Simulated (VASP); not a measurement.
# AlN (Pm) in VASP: further runs, part 3 of 3

VASP 6.6.1. Earlier steps stand in the parts before.

### 6 Single point, PBE (atom 1 (Al) moved by +0.126 Å along [1 0 0] and +0.504 Å along [1 2 0])

Input file INCAR:

```
SYSTEM = AlN
PREC = Accurate ; ENCUT = 520
EDIFF = 1E-6 ; ISMEAR = 0
SIGMA = 0.05 ; LREAL = .False.
LASPH = .True. ; NELM = 60
ALGO = Normal ; ISIF = 2
LWAVE = .False. ; LCHARG = .False.
GGA = PE ; NBANDS = 26
```

Input file KPOINTS:

```
regular mesh
0
Gamma
  8 6 4
  0 0 0
```

Input file POSCAR:

```
AlN
1.0
   -1.6567491617      2.8695737234      0.0000000000
    0.0000000000      0.0000000000      4.1874629526
    4.9702474850      2.8695737234      0.0000000000
Al N
4 4
Direct
    0.6127137445      0.7500000000      0.2295887652
    0.0000000000      0.7500000000      0.6666666667
    0.0000000000      0.2500000000      0.3333333333
    0.5000000000      0.2500000000      0.8333333333
    0.5000000000      0.2500000000      0.1666666667
    0.0000000000      0.2500000000      0.6666666667
    0.0000000000      0.7500000000      0.3333333333
    0.5000000000      0.7500000000      0.8333333333
```

Potentials or basis: VASP PAW PBE potentials, release 64 (Al, N).

Launch:

```
$ cat potpaw_PBE.64/Al/POTCAR potpaw_PBE.64/N/POTCAR > POTCAR
$ mpirun -np 1 vasp_std > vasp.out
```

OUTCAR:

```text
SYSTEM = AlN
   PREC = Accurate
   ENCUT = 520
   EDIFF = 1E-6
   ISMEAR = 0
   LREAL = .False.
   LASPH = .True.
   NELM = 60
   ISIF = 2
   GGA = PE

 ion  position               nearest neighbor table
   1  0.613  0.750  0.230-   7 1.41   7 2.12   5 2.16   5 2.16   8 2.30   3 2.53   3 2.53   2 2.82
                             3 2.98   3 2.98   4 3.11   4 3.11   2 3.23
   2  0.000  0.750  0.667-   8 1.91   8 1.91   7 1.91   6 2.09   6 2.09   1 2.82   4 2.84   4 2.84
                             4 2.84   4 2.84   3 2.84   3 2.84   1 3.23
   3  0.000  0.250  0.333-   5 1.91   5 1.91   6 1.91   7 2.09   7 2.09   1 2.53   1 2.53   2 2.84
                             2 2.84   1 2.98   1 2.98   4 3.31   4 3.31   4 3.31   4 3.31
   4  0.500  0.250  0.833-   6 1.91   6 1.91   5 1.91   8 2.09   8 2.09   2 2.84   2 2.84   2 2.84
                             2 2.84   1 3.11   1 3.11   3 3.31   3 3.31   3 3.31   3 3.31
   5  0.500  0.250  0.167-   3 1.91   3 1.91   4 1.91   1 2.16   1 2.16
   6  0.000  0.250  0.667-   4 1.91   4 1.91   3 1.91   2 2.09   2 2.09
   7  0.000  0.750  0.333-   1 1.41   2 1.91   3 2.09   3 2.09   1 2.12
   8  0.500  0.750  0.833-   2 1.91   2 1.91   4 2.09   4 2.09   1 2.30

  LATTYP: Found a simple orthorhombic cell.
 ALAT       =     3.3134983233
 B/A-ratio  =     1.2637588868
 C/A-ratio  =     1.7320508076

  Lattice vectors:

 A1 = (  -1.6567491617,   2.8695737234,   0.0000000000)
 A2 = (   0.0000000000,   0.0000000000,   4.1874629526)
 A3 = (   4.9702474850,   2.8695737234,   0.0000000000)

Analysis of symmetry for initial positions (statically):
=====================================================================
 Subroutine PRICEL returns:
 Original cell was already a primitive cell.

 Routine SETGRP: Setting up the symmetry group for a
 simple orthorhombic supercell.

 Subroutine GETGRP returns: Found  2 space group operations
 (whereof  1 operations were pure point group operations)
 out of a pool of  8 trial point group operations.

The static configuration has the point symmetry C_1 .
 The point group associated with its full space group is C_1h.

Analysis of symmetry for dynamics (positions and initial velocities):
[... 146 lines left out ...]
  Fermi-wavevector in a.u.,A,eV,Ry     =   1.208082  2.282944 19.857191  1.459462
  Thomas-Fermi vector in A             =   2.343701
   LORBIT       =      0    0 simple, 1 ext, 2 COOP (PROOUT), +10 PAW based schemes
   GGA     = PE    functional components
   LHFCALC =     F    Hartree Fock is set to
   AEXX    =    0.0000 exact exchange contribution
   IVDW    =     0    specifies the selected vdW correction
   LEPSILON=     F    determine dielectric tensor
   LRPA    =     F    only Hartree local field effects (RPA)
 non-spin polarized calculation
 Gauss-broadening in eV      SIGMA  =   0.05
  energy-cutoff  :      520.00
  volume of cell :       79.63
 maximum number of plane-waves:      2174
 NGX is ok and might be reduce to    28
   NGX = 13   NGY = 15   NGZ = 21

 number of electron      31.9999994 magnetization

 Free energy of the ion-electron system (eV)
  ---------------------------------------------------
  ext. energy  EPLUGINS =         0.00000000
  ---------------------------------------------------
  free energy    TOTEN  =       -54.13666080 eV

  energy without entropy =      -54.13666080  energy(sigma->0) =      -54.13666080

 E-fermi :   8.0572     XC(G=0): -11.1379

 val. band max:        7.8574552927   @ k =   0.0000   0.0000   0.0000
 cond. band min:      10.5953510492   @ k =   0.0000   0.0000   0.0000
 fundamental gap:      2.7378957565
 Fermi energy:         8.0571503513

 k-point     1 :       0.0000    0.0000    0.0000
  band No.  band energies     occupation
      1      -9.1975      2.00000
      2      -7.1129      2.00000
      3      -6.1506      2.00000
      4      -4.8749      2.00000
      5       0.7630      2.00000
      6       1.2946      2.00000
[... 685 lines left out ...]
     25      17.6127      0.00000
     26      17.9192      0.00000

 [... further k-points ...]
[... 5 lines left out ...]
  --------------------------------------------------------------------------------------
  -------------------------------------------------------------------------------------
  Total       -1.9244852     27.8132007      0.4716667     -2.6610192      0.0000000      0.0000000
  in kB      -38.7204187    559.5983640      9.4898797    -53.5393965      0.0000000      0.0000000
  external PRESSURE =     176.7892750 kB  Pullay stress =       0.0000000 kB

 VOLUME and BASIS-vectors are now :
 -----------------------------------------------------------------------------
  energy-cutoff  :      520.00
  volume of cell :       79.63
      direct lattice vectors                 reciprocal lattice vectors
    -1.656749162  2.869573723  0.000000000    -0.150897919  0.261362862  0.000000000
     0.000000000  0.000000000  4.187462953     0.000000000  0.000000000  0.238808083
     4.970247485  2.869573723  0.000000000     0.150897919  0.087120954  0.000000000

 POSITION                                       TOTAL-FORCE (eV/Angst)
 -----------------------------------------------------------------------------------
      0.12600      2.41705      3.14060         0.360097    -24.971451      0.000000
      3.31350      1.91305      3.14060         1.288319      1.038710      0.000000
      1.65675      0.95652      1.04687        -0.440229      1.067967      0.000000
      3.31350      3.82610      1.04687         0.354102      0.103015      0.000000
      0.00000      1.91305      1.04687         0.912360      1.392599      0.000000
      3.31350      1.91305      1.04687        -0.666567     -0.362839      0.000000
      1.65675      0.95652      3.14060        -1.773416     21.269729      0.000000
      3.31350      3.82610      3.14060        -0.034665      0.462271      0.000000
 -----------------------------------------------------------------------------------
    total drift:                                0.000744     -0.000707      0.000000

  FREE ENERGIE OF THE ION-ELECTRON SYSTEM (eV)
  ---------------------------------------------------
  free  energy   TOTEN  =       -54.1366608016 eV

  energy  without entropy=      -54.1366608016  energy(sigma->0) =      -54.13666080
```

stdout:

```text
POSCAR found type information on POSCAR AlN
 POSCAR found :  2 types and       8 ions
 scaLAPACK will be used
 LDA part: xc-table for (Slater+PW92), standard interpolation
 POSCAR, INCAR and KPOINTS ok, starting setup
 FFT: planning ... GRIDC
 FFT: planning ... GRID_SOFT
 FFT: planning ... GRID
 WAVECAR not read
 entering main loop
```

Run time: 56 s. Hardware: 1 thread of Intel Xeon 6975P-C (Granite Rapids), shared host; peak memory 0.26 GiB.

What came out:

```yaml
Free_energy: -54.1367 eV
Pressure: 17.7 GPa
Largest_force: 24.974 eV/Å
Band_gap_on_the_k_mesh: 2.74 eV
```

Forces in eV/Å, atoms in the order of the input:
```
Al    0.360 -24.971   0.000
Al    1.288   1.039   0.000
Al   -0.440   1.068   0.000
Al    0.354   0.103   0.000
N     0.912   1.393   0.000
N    -0.667  -0.363   0.000
N    -1.773  21.270   0.000
N    -0.035   0.462   0.000
```

Stress tensor (GPa, compression positive):
```
-3.87 -5.35  0.00
-5.35 55.96  0.00
 0.00  0.00  0.95
```

Levels at points of the mesh, in eV from the valence-band top:
| k point | band 14 | band 15 | band 16 | band 17 | band 18 | band 19 |
| --- | --- | --- | --- | --- | --- | --- |
| (0.00, 0.00, 0.00) | -1.37 | -0.94 | 0.00 | 2.74 | 3.82 | 4.44 |
| (0.50, 0.00, 0.00) | -2.25 | -2.22 | -1.60 | 5.06 | 5.39 | 6.12 |
| (0.00, 0.50, 0.00) | -1.94 | -1.69 | -1.27 | 4.56 | 5.02 | 5.60 |
| (0.50, 0.50, 0.00) | -0.91 | -0.78 | -0.54 | 5.27 | 5.45 | 6.47 |
| (0.00, 0.00, 0.50) | -1.51 | -0.88 | -0.63 | 4.25 | 4.94 | 5.70 |
| (0.50, 0.00, 0.50) | -2.53 | -1.63 | -0.90 | 3.41 | 4.21 | 6.35 |
| (0.00, 0.50, 0.50) | -2.04 | -1.44 | -1.21 | 4.57 | 5.15 | 5.52 |
| (0.50, 0.50, 0.50) | -1.48 | -1.30 | -1.19 | 4.30 | 4.61 | 5.23 |

Caveat: the cell differs from its parent crystal (atom 1 (Al) moved by +0.126 Å along [1 0 0] and +0.504 Å along [1 2 0]); the cell stands under pressure; forces of over 1 eV/Å act on the atoms, so gaps and moduli don't describe the material at rest.

### 7 Summary

| cell | gap on the mesh (eV) | pressure (GPa) | largest force (eV/Å) |
| --- | --- | --- | --- |
| as given, atomic positions A | 2.88 | 3.8 | 4.53 |
| as given, atomic positions B | 3.02 | 8.4 | 11.61 |
| as given, atomic positions C | 2.32 | 8.4 | 11.78 |
| as given, atomic positions D | 2.81 | 6.3 | 10.09 |
| as given, atomic positions E | 2.74 | 17.7 | 24.97 |

Alike in all rows: task single point; level PBE; potentials or basis VASP PAW PBE potentials, release 64 (Al, N); no spin polarisation; k mesh 8 × 6 × 4; cutoff (eV) 520; smearing gaussian 0.05 eV.

Caveats: the cell stands under pressure; forces of over 1 eV/Å act on the atoms, so gaps and moduli don't describe the material at rest.

Total energies depend on the potentials used, so only differences within one code and one set of settings carry meaning.
